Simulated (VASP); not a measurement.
Write the native input for VASP 6.6.1 that does the following.

```
Task                   : single point
Functional             : PBEsol
Potentials or basis    : VASP PAW PBE potentials, release 64 (Ge_d, Sb, Te)
Cutoff                 : 520 eV
k mesh                 : 4 × 6 × 4
Occupations            : fermi-dirac, width 0.03 eV
Spin                   : no spin polarisation
Dipole correction      : no
Further INCAR settings : ALGO = Normal; EDIFF = 1e-07; NBANDS = 33
```

The structure of GeSb2Te4 lies in POSCAR:

```
GeSb2Te4
1.0
    7.3136952897      0.0000000000     -0.0188051484
    0.0000000000      4.2500315381      0.0000000000
   -2.3297159218      0.0000000000      6.8562614959
Ge Sb Te
1 2 4
Direct
    0.5000000000      0.0000000000      0.5000000000
    0.0000000000      0.0000000000      0.0000000000
    0.5000000000      0.5000000000      0.0000000000
    0.7487789236      0.5000000000      0.7309467095
    0.2460467366      0.0000000000      0.7358306596
    0.2512210764      0.5000000000      0.2690532905
    0.7539532634      0.0000000000      0.2641693404
```

The input as run:

INCAR

```
SYSTEM = GeSb2Te4
PREC = Accurate
ENCUT = 520
EDIFF = 1E-7
ISMEAR = -1
SIGMA = 0.03
LREAL = .FALSE.
LASPH = .TRUE.
NELM = 60
ALGO = Normal
ISIF = 2
LWAVE = .FALSE.
LCHARG = .FALSE.
GGA = PS
NBANDS = 33
```

KPOINTS

```
regular mesh
0
G
  4 6 4
  0 0 0
```

Potentials or basis: VASP PAW PBE potentials, release 64 (Ge_d, Sb, Te).

Run with:

```bash
$ cat potpaw_PBE.64/Ge_d/POTCAR potpaw_PBE.64/Sb/POTCAR potpaw_PBE.64/Te/POTCAR > POTCAR
$ mpirun -np 1 vasp_std > vasp.out
```

It gave:

```
Pressure               : 0.1 GPa
Largest force          : 0.021 eV/Å
Band gap on the k mesh : zero (bands 24 and 25 overlap by 0.17 eV)
```

Caveat: the PAW data sets were made with another functional, which shifts forces and pressure a little; spin-orbit coupling is left out, which moves the levels of the heavy elements.

It took 3 min on 1 thread of Intel(R) Xeon(R) Platinum 8488C (Sapphire Rapids) (shared host), peak memory 0.46 GiB.
